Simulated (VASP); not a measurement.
# Ta12HCN13 in VASP: further runs, part 2 of 2

VASP 6.6.1. The steps go on from the part before.

## (3) Single point, PBE+D3(BJ)

File INCAR:

```
SYSTEM = Ta12HCN13
ALGO = Fast ; DIPOL = 0.5 0.5 0.445
EDIFF = 1E-7 ; ENCUT = 520
GGA = PE ; IDIPOL = 3
ISIF = 2 ; ISMEAR = 0
IVDW = 12 ; LASPH = .TRUE.
LCHARG = .FALSE. ; LDIPOL = .TRUE.
LREAL = Auto ; LWAVE = .FALSE.
NBANDS = 120 ; NELM = 100
PREC = Accurate ; SIGMA = 0.1
```

File KPOINTS:

```
k-points
0
G
  4 4 1
  0 0 0
```

File POSCAR:

```
Ta12HCN13
1.0
    6.2014901195      0.0000000000      0.0000000000
   -3.1007450597      5.3706479848      0.0000000000
    0.0000000000      0.0000000000     26.5449693490
Ta N C H
12 13 1 1
Direct
    0.1666666667      0.3333333333      0.3013753716
    0.1666666667      0.8333333333      0.3013753716
    0.6666666667      0.3333333333      0.3013753716
    0.6666666667      0.8333333333      0.3013753716
    0.5000000000      0.5000000000      0.3967511735
    0.5000000000      0.0000000000      0.3967511735
    0.0000000000      0.5000000000      0.3967511735
    0.0000000000      0.0000000000      0.3967511735
    0.8247675962      0.6623837981      0.4934059010
    0.8333333333      0.1666666667      0.5073470287
    0.3376162019      0.6623837981      0.4934059010
    0.3376162019      0.1752324038      0.4934059010
    0.3333333333      0.1666666667      0.3490632725
    0.3333333333      0.6666666667      0.3490632725
    0.8333333333      0.1666666667      0.3490632725
    0.8333333333      0.6666666667      0.3490632725
    0.6770516663      0.3229483337      0.4449062238
    0.6770516663      0.8541033326      0.4449062238
    0.1458966674      0.3229483337      0.4449062238
    0.1666666667      0.8333333333      0.4435361719
    0.0043774982      0.5087549964      0.5309646260
    0.0043774982     -0.0043774982      0.5309646260
    0.5000000000      0.5000000000      0.5312858948
    0.4912450036     -0.0043774982      0.5309646260
    0.1666666667      0.8333333333      0.6896175404
    0.1666666667      0.8333333333      0.6460021578
    0.1666666667      0.8333333333      0.6055392514
```

Potentials or basis: VASP PAW PBE potentials, release 64 (Ta_pv, N, C, H).

Launch:

```sh
$ cat potpaw_PBE.64/Ta_pv/POTCAR potpaw_PBE.64/N/POTCAR potpaw_PBE.64/C/POTCAR potpaw_PBE.64/H/POTCAR > POTCAR
$ mpirun -np 1 vasp_std > vasp.out
```

OUTCAR:

```text
SYSTEM = Ta12HCN13
   EDIFF = 1E-7
   ENCUT = 520
   GGA = PE
   ISIF = 2
   ISMEAR = 0
   IVDW = 12
   LASPH = .TRUE.
   LREAL = Auto
   NELM = 100
   PREC = Accurate
 IVDW          = 12

 ion  position               nearest neighbor table
   1  0.167  0.333  0.301-  13 2.19  14 2.19  15 2.19   8 3.10   5 3.10   7 3.10   2 3.10   2 3.10
                             3 3.10   3 3.10   4 3.10   4 3.10
   2  0.167  0.833  0.301-  14 2.19  13 2.19  16 2.19   7 3.10   6 3.10   8 3.10   1 3.10   1 3.10
                             4 3.10   4 3.10   3 3.10   3 3.10
   3  0.667  0.333  0.301-  15 2.19  16 2.19  13 2.19   6 3.10   7 3.10   5 3.10   4 3.10   4 3.10
                             1 3.10   1 3.10   2 3.10   2 3.10
   4  0.667  0.833  0.301-  16 2.19  15 2.19  14 2.19   5 3.10   8 3.10   6 3.10   3 3.10   3 3.10
                             2 3.10   2 3.10   1 3.10   1 3.10
   5  0.500  0.500  0.397-  13 2.19  16 2.19  14 2.19  17 2.29  18 2.29  19 2.29   4 3.10   1 3.10
                             3 3.10   6 3.10   6 3.10   7 3.10   7 3.10   8 3.10   8 3.10  11 3.10
   6  0.500  0.000  0.397-  18 2.16  17 2.16  20 2.18  14 2.19  15 2.19  13 2.19   3 3.10   2 3.10
                             4 3.10   5 3.10   5 3.10   8 3.10   8 3.10   7 3.10   7 3.10  12 3.14
   7  0.000  0.500  0.397-  19 2.16  17 2.16  20 2.18  15 2.19  14 2.19  16 2.19   2 3.10   3 3.10
                             1 3.10   8 3.10   8 3.10   5 3.10   5 3.10   6 3.10   6 3.10   9 3.14
   8  0.000  0.000  0.397-  19 2.16  18 2.16  20 2.18  16 2.19  13 2.19  15 2.19   1 3.10   4 3.10
                             2 3.10   7 3.10   7 3.10   6 3.10   6 3.10   5 3.10   5 3.10   9 3.14
   9  0.825  0.662  0.493-  23 2.01  21 2.05  22 2.05  18 2.24  17 2.24  20 2.26  11 3.02  12 3.02
[... 4 lines left out ...]
                             5 3.10  10 3.12  10 3.12   6 3.14   7 3.14  12 3.18   9 3.18
  12  0.338  0.175  0.493-  23 2.01  24 2.05  22 2.05  19 2.24  17 2.24  20 2.26  11 3.02   9 3.02
                             5 3.10  10 3.12  10 3.12   6 3.14   8 3.14  11 3.18   9 3.18
  13  0.333  0.167  0.349-   1 2.19   2 2.19   3 2.19   5 2.19   8 2.19   6 2.19
  14  0.333  0.667  0.349-   2 2.19   1 2.19   4 2.19   6 2.19   7 2.19   5 2.19
  15  0.833  0.167  0.349-   3 2.19   4 2.19   1 2.19   7 2.19   6 2.19   8 2.19
  16  0.833  0.667  0.349-   4 2.19   3 2.19   2 2.19   8 2.19   5 2.19   7 2.19
  17  0.677  0.323  0.445-   6 2.16   7 2.16   9 2.24  12 2.24   5 2.29  10 2.36
  18  0.677  0.854  0.445-   6 2.16   8 2.16   9 2.24  11 2.24   5 2.29  10 2.36
  19  0.146  0.323  0.445-   7 2.16   8 2.16  12 2.24  11 2.24   5 2.29  10 2.36
  20  0.167  0.833  0.444-   7 2.18   6 2.18   8 2.18  11 2.26  12 2.26   9 2.26
  21  0.004  0.509  0.531-  10 1.94   9 2.05  11 2.05
  22  0.004  0.996  0.531-  10 1.94   9 2.05  12 2.05
  23  0.500  0.500  0.531-  11 2.01  12 2.01   9 2.01
  24  0.491  0.996  0.531-  10 1.94  12 2.05  11 2.05
[... 224 lines left out ...]

 E-fermi :  -1.8071     XC(G=0):  -5.1288

 val. band max:       -1.8461993121   @ k =   0.2500   0.2500   0.0000
 cond. band min:      -1.7917905258   @ k =   0.2500  -0.0000   0.0000
 fundamental gap:      0.0544087864
 Fermi energy:        -1.8071495820

 k-point     1 :       0.0000    0.0000    0.0000
  band No.  band energies     occupation
      1     -38.3359      2.00000
      2     -38.2563      2.00000
      3     -38.2563      2.00000
      4     -38.0893      2.00000
      5     -38.0453      2.00000
      6     -38.0265      2.00000
[... 453 lines left out ...]
    112      -0.2757      0.00000
    113      -0.1952      0.00000
 [bands above 113 left out]

------------------------ aborting loop because EDIFF is reached ----------------------------------------

 vacuum level on the upper side and lower side of the slab       (xc-potential included)         1.698        -1.709

 Edisp (eV)   -7.98655

 E8    (eV) :    -3.7676

  FORCE on cell =-STRESS in cart. coord.  units (eV):
  Direction    XX          YY          ZZ          XY          YZ          ZX
  --------------------------------------------------------------------------------------
  -------------------------------------------------------------------------------------
  Total      -6.47305    -6.47305    -0.28497    -0.00000     0.00000    -0.00000
  in kB     -11.73044   -11.73044    -0.51643    -0.00000     0.00000    -0.00000
  external pressure =       -7.99 kB  Pullay stress =        0.00 kB

 VOLUME and BASIS-vectors are now :
 -----------------------------------------------------------------------------
  energy-cutoff  :      520.00
  volume of cell :      884.11
      direct lattice vectors                 reciprocal lattice vectors
     6.201490119  0.000000000  0.000000000     0.161251567  0.093098636  0.000000000
    -3.100745060  5.370647985  0.000000000     0.000000000  0.186197271  0.000000000
     0.000000000  0.000000000 26.544969349     0.000000000  0.000000000  0.037671921

 POSITION                                       TOTAL-FORCE (eV/Angst)
 -----------------------------------------------------------------------------------
      0.00000      1.79022      8.00000         0.042101      0.024307      0.441997
     -1.55037      4.47554      8.00000         0.000000     -0.000000      0.609770
      3.10075      1.79022      8.00000        -0.042101      0.024307      0.441997
      1.55037      4.47554      8.00000        -0.000000     -0.048614      0.441997
      1.55037      2.68532     10.53175         0.000000     -0.000000      0.651493
      3.10075      0.00000     10.53175         0.161604      0.093302      0.029363
[... 19 lines left out ...]
     -1.55037      4.47554     17.14811         0.000000     -0.000000     -0.437153
     -1.55037      4.47554     16.07402         0.000000     -0.000000      0.024155
 -----------------------------------------------------------------------------------
    total drift:                                0.000004     -0.000002      0.016755

  FREE ENERGIE OF THE ION-ELECTRON SYSTEM (eV)
  ---------------------------------------------------
  free  energy   TOTEN  =      -282.0917914234 eV

  energy  without entropy=     -281.9957510074  energy(sigma->0) =     -282.04377122

 vacuum level on the upper side and lower side of the slab         6.691         3.213
```

Wall time 28 min (1 thread of AMD EPYC 9755, shared host); peak memory 1 GiB.

Results:

```
Free energy                : -282.0918 eV
Largest force              : 0.755 eV/Å
Band gap on the k mesh     : zero (bands 101 and 102 overlap by 0.18 eV)
Dispersion energy per atom : -0.296 eV
```

Forces in eV/Å, atoms in the order of the input:
```
Ta   0.042  0.024  0.442
Ta   0.000  0.000  0.610
Ta  -0.042  0.024  0.442
Ta   0.000 -0.049  0.442
Ta   0.000  0.000  0.651
Ta   0.162  0.093  0.029
Ta   0.000 -0.187  0.029
Ta  -0.162  0.093  0.029
Ta   0.023  0.014 -0.016
Ta   0.000  0.000 -0.047
Ta  -0.023  0.014 -0.016
Ta   0.000 -0.027 -0.016
N    0.000 -0.145 -0.741
N   -0.125  0.072 -0.741
N    0.000  0.000 -0.630
N    0.125  0.072 -0.741
N   -0.003  0.002 -0.009
N    0.000 -0.003 -0.009
N    0.003  0.002 -0.009
N    0.000  0.000 -0.029
N    0.000  0.057  0.074
N    0.049 -0.028  0.074
N    0.000  0.000  0.097
N   -0.049 -0.028  0.074
N    0.000  0.000  0.420
C    0.000  0.000 -0.437
H    0.000  0.000  0.024
```

Caveat: spin-orbit coupling is left out, which moves the levels of the heavy elements.

The gap in the log of VASP goes by the Fermi energy; the results here count the filled bands.